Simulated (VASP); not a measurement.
# As2Se (I4_1/amd) in VASP: single point with PBE

Aim: the single point of As2Se with PBE.

Program: VASP 6.6.1. These are calculated values, not measurements. Logs are shortened: lines on timing, memory, paths and dates and some standing lists are left out, and cuts for length are marked.

### 1 The cell of the first run

The structure is tetragonal, space group I4_1/amd (No. 141). Conventional cell: a = 7.080 Å, b = 7.080 Å, c = 5.279 Å, α = 90.00°, β = 90.00°, γ = 90.00°. Within 3.6 Å of As (site symmetry 2/m) lie 2 Se at 2.66 Å and 6 As at 2.83 to 3.54 Å. Se (site symmetry -4m2) has 4 As at 2.66 Å within 3.5 Å.

### 2 Single point, PBE

INCAR

```
PREC     = Accurate       # precision mode
ENCUT    = 520            # plane-wave cutoff, eV
EDIFF    = 1E-7           # SCF threshold, eV
ISMEAR   = 0              # smearing method
SIGMA    = 0.1            # smearing width, eV
LREAL    = False          # projectors in reciprocal space
LASPH    = True           # aspherical terms in the spheres
NELM     = 60             # most SCF steps
ALGO     = Normal         # electronic algorithm
ISIF     = 2              # what is computed and relaxed
LWAVE    = False          # write WAVECAR
LCHARG   = False          # write CHGCAR
GGA      = PE             # functional
NBANDS   = 25             # bands
```

KPOINTS

```
Automatic mesh
0
Gamma
  8 8 8
```

POSCAR

```
As2Se
1.0
   -3.5399917821      3.5399917821      2.6394969450
    3.5399917821     -3.5399917821      2.6394969450
    3.5399917821      3.5399917821     -2.6394969450
As Se
4 2
Direct
    0.8750000000      0.1250000000      0.7500000000
    0.3750000000      0.1250000000      0.2500000000
    0.8750000000      0.6250000000      0.7500000000
    0.8750000000      0.1250000000      0.2500000000
    0.5000000000      0.5000000000      0.0000000000
    0.2500000000      0.7500000000      0.5000000000
```

Potentials or basis: VASP PAW PBE potentials, release 64 (As, Se).

The run is started by

```
$ cat potpaw_PBE.64/As/POTCAR potpaw_PBE.64/Se/POTCAR > POTCAR
$ mpirun -np 1 vasp_std > vasp.out
```

OUTCAR:

```text
PREC = Accurate
   ENCUT = 520
   EDIFF = 1E-7
   ISMEAR = 0
   LREAL = False
   LASPH = True
   NELM = 60
   ISIF = 2
   GGA = PE

 ion  position               nearest neighbor table
   1  0.875  0.125  0.750-   5 2.66   6 2.66   4 2.83   4 2.83   3 2.83   3 2.83
   2  0.375  0.125  0.250-   5 2.66   6 2.66   3 2.83   4 2.83   4 2.83   3 2.83
   3  0.875  0.625  0.750-   5 2.66   6 2.66   1 2.83   2 2.83   1 2.83   2 2.83
   4  0.875  0.125  0.250-   6 2.66   5 2.66   2 2.83   1 2.83   1 2.83   2 2.83
   5  0.500  0.500  0.000-   4 2.66   2 2.66   3 2.66   1 2.66
   6  0.250  0.750  0.500-   1 2.66   2 2.66   3 2.66   4 2.66

  LATTYP: Found a body centered tetragonal cell.
 ALAT       =     7.0799835642
 C/A-ratio  =     0.7456223369

  Lattice vectors:

 A1 = (  -3.5399917821,   3.5399917821,   2.6394969450)
 A2 = (   3.5399917821,  -3.5399917821,   2.6394969450)
 A3 = (   3.5399917821,   3.5399917821,  -2.6394969450)

Analysis of symmetry for initial positions (statically):
=====================================================================
 Subroutine PRICEL returns:
 Original cell was already a primitive cell.

 Routine SETGRP: Setting up the symmetry group for a
 body centered tetragonal supercell.

 Subroutine GETGRP returns: Found 16 space group operations
 (whereof  8 operations were pure point group operations)
 out of a pool of 16 trial point group operations.

The static configuration has the point symmetry D_2d.
 The point group associated with its full space group is D_4h.

Analysis of symmetry for dynamics (positions and initial velocities):
=====================================================================
 Subroutine PRICEL returns:
 Original cell was already a primitive cell.

 Routine SETGRP: Setting up the symmetry group for a
 body centered tetragonal supercell.

 Subroutine GETGRP returns: Found 16 space group operations
 (whereof  8 operations were pure point group operations)
 out of a pool of 16 trial point group operations.

The dynamic configuration has the point symmetry D_2d.
 The point group associated with its full space group is D_4h.

 Subroutine INISYM returns: Found 16 space group operations
 (whereof  8 operations are pure point group operations),
 and found     1 'primitive' translations

----------------------------------------------------------------------------------------

                                     Primitive cell

[... 100 lines left out ...]
   EDIFFG = 0.1E-05   stopping-criterion for IOM
   NSW    =      0    number of steps for IOM
   IBRION =     -1    ionic relax: 0-MD 1-quasi-New 2-CG
   NFREE  =      0    steps in history (QN), initial steepest desc. (CG)
   ISIF   =      2    stress and relaxation
   ISYM   =      2    0-nonsym 1-usesym 2-fastsym
   POTIM  = 0.5000    time-step for ionic-motion
   TEBEG  =    0.0;   TEEND  =   0.0 temperature during run
   PSTRESS=    0.0 pullay stress
   NELECT =      32.0000    total number of electrons
   NUPDOWN=      -1.0000    fix difference up-down
   EMIN   =  10.00;   EMAX   =-10.00  energy-range for DOS
   EFERMI =   0.00;   METHOD = LEGACY
   ISMEAR =     0;   SIGMA  =   0.10  broadening in eV -4-tet -1-fermi 0-gaus
   EFERMI_NEDOS =   21; number of points for ismear=-14 and -15
   IALGO  =     38    algorithm
   IMIX   =      4    mixing-type and parameters
     AMIX     =   0.40;   BMIX     =  1.00
     AMIX_MAG =   1.60;   BMIX_MAG =  1.00
  volume/ion in A,a.u.               =      22.05       148.81
  Fermi-wavevector in a.u.,A,eV,Ry     =   1.019991  1.927503 14.155247  1.040381
  Thomas-Fermi vector in A             =   2.153535
   LORBIT       =      0    0 simple, 1 ext, 2 COOP (PROOUT), +10 PAW based schemes
   GGA     = PE    functional components
   LHFCALC =     F    Hartree Fock is set to
   AEXX    =    0.0000 exact exchange contribution
   IVDW    =     0    specifies the selected vdW correction
   LEPSILON=     F    determine dielectric tensor
   LRPA    =     F    only Hartree local field effects (RPA)
 non-spin polarized calculation
 Gauss-broadening in eV      SIGMA  =   0.10
  energy-cutoff  :      520.00
  volume of cell :      132.31
 maximum number of plane-waves:      3629
   NGX = 21   NGY = 21   NGZ = 21

 number of electron      32.0000001 magnetization

 Free energy of the ion-electron system (eV)
  ---------------------------------------------------
  ext. energy  EPLUGINS =         0.00000000
  ---------------------------------------------------
  free energy    TOTEN  =       -25.23424743 eV

  energy without entropy =      -25.22231063  energy(sigma->0) =      -25.22827903

 E-fermi :   4.7663     XC(G=0):  -9.9322

 val. band max:        4.7626209740   @ k =   0.5000   0.5000   0.1250
 cond. band min:       4.7667353209   @ k =   0.5000  -0.0000   0.0000
 fundamental gap:      0.0041143468
 Fermi energy:         4.7662711788

 k-point     1 :       0.0000    0.0000    0.0000
  band No.  band energies     occupation
      1     -10.3084      2.00000
      2      -8.1815      2.00000
      3      -5.6337      2.00000
      4      -5.6337      2.00000
      5      -5.6220      2.00000
      6      -3.9572      2.00000
[... 661 lines left out ...]
     24       9.1976      0.00000
     25      10.7755      0.00000

 [... further k-points ...]

------------------------ aborting loop because EDIFF is reached ----------------------------------------

  FORCE on cell =-STRESS in cart. coord.  units (eV):
  Direction    XX          YY          ZZ          XY          YZ          ZX
  --------------------------------------------------------------------------------------
  -------------------------------------------------------------------------------------
  Total        0.0631862      0.0631862      0.0932885      0.0000000      0.0000000      0.0000000
  in kB        0.7651512      0.7651512      1.1296736      0.0000000      0.0000000      0.0000000
  external PRESSURE =       0.8866587 kB  Pullay stress =       0.0000000 kB

 VOLUME and BASIS-vectors are now :
 -----------------------------------------------------------------------------
  energy-cutoff  :      520.00
  volume of cell :      132.31
      direct lattice vectors                 reciprocal lattice vectors
    -3.539991782  3.539991782  2.639496945     0.000000000  0.141243266  0.189430036
     3.539991782 -3.539991782  2.639496945     0.141243266  0.000000000  0.189430036
     3.539991782  3.539991782 -2.639496945     0.141243266  0.141243266  0.000000000

 POSITION                                       TOTAL-FORCE (eV/Angst)
 -----------------------------------------------------------------------------------
      0.00000      5.30999      0.65987        -0.000000      0.000000      0.000000
     -0.00000      1.77000      0.65987        -0.000000      0.000000      0.000000
      1.77000      3.53999      1.97962        -0.000000      0.000000      0.000000
     -1.77000      3.53999      1.97962        -0.000000      0.000000      0.000000
      0.00000      0.00000      2.63950         0.000000      0.000000     -0.000000
      3.53999     -0.00000      1.31975        -0.000000     -0.000000     -0.000000
 -----------------------------------------------------------------------------------
    total drift:                               -0.000000      0.000000     -0.000000

  FREE ENERGIE OF THE ION-ELECTRON SYSTEM (eV)
  ---------------------------------------------------
  free  energy   TOTEN  =       -25.2342474297 eV

  energy  without entropy=      -25.2223106280  energy(sigma->0) =      -25.22827903
```

Run time: 3.4 min. Hardware: 1 thread of Intel Xeon Platinum 8488C (Sapphire Rapids), shared host; peak memory 0.34 GiB.

What came out:

- Free energy: -25.2342 eV
- Pressure: 0.1 GPa
- Band gap on the k mesh: zero (bands 16 and 17 overlap by 0.41 eV)

Levels at points of the mesh, in eV from the Fermi level:
```tsv
k point	band 12	band 13	band 14	band 15	band 16	band 17	band 18	band 19	band 20	band 21
(0.00, 0.00, 0.00)	-2.90	-2.90	-2.65	-2.65	-1.08	2.35	3.00	3.00	3.47	3.90
(0.50, 0.00, 0.00)	-2.42	-1.76	-1.45	-0.49	0.00	0.19	0.51	1.47	2.63	3.00
(0.50, 0.50, 0.00)	-2.25	-1.34	-1.34	-1.15	-1.15	-0.05	-0.05	1.86	1.86	3.75
(0.50, 0.50, 0.50)	-2.42	-0.67	-0.67	-0.34	-0.34	0.25	0.25	0.41	0.41	2.60
```
